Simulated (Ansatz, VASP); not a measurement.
## One calculation of In, two programs

```
In
1.0
    -1.64755    1.64755    2.50651
     1.64755   -1.64755    2.50651
     1.64755    1.64755   -2.50651
In
1
Cartesian
  0.0000 0.0000 0.0000
```

Change from the starting cell: volume scaled by 1.04, PAW files.

Alike in both runs: task electric field gradients; functional PBE; k mesh 14 × 14 × 14; occupations fermi-dirac, width 0.05 eV; no spin polarisation.

|  | VASP | Ansatz |
| --- | --- | --- |
| version | VASP 6.6.1 | Ansatz 0.2.0 |
| potentials or method | VASP PAW PBE potentials, release 64 (In_d) | PAW with Ansatz's default frozen-core files, scalar-relativistic |
| plane-wave cutoff (eV) | 520 | 420 |
| valence electrons in the cell | 13 | 13 |

```tsv
	VASP	Ansatz	Ansatz less VASP
pressure (GPa)	0.2	0.3	+0.04
traceless stress, the component that is largest in VASP (GPa)	0.13	0.13	+0.001
size of Vzz on the site where it differs most (V/Å²)	20.3	20.8	+0.51
```

The functional is the same, so the differences come from potentials, cutoffs and numerics.
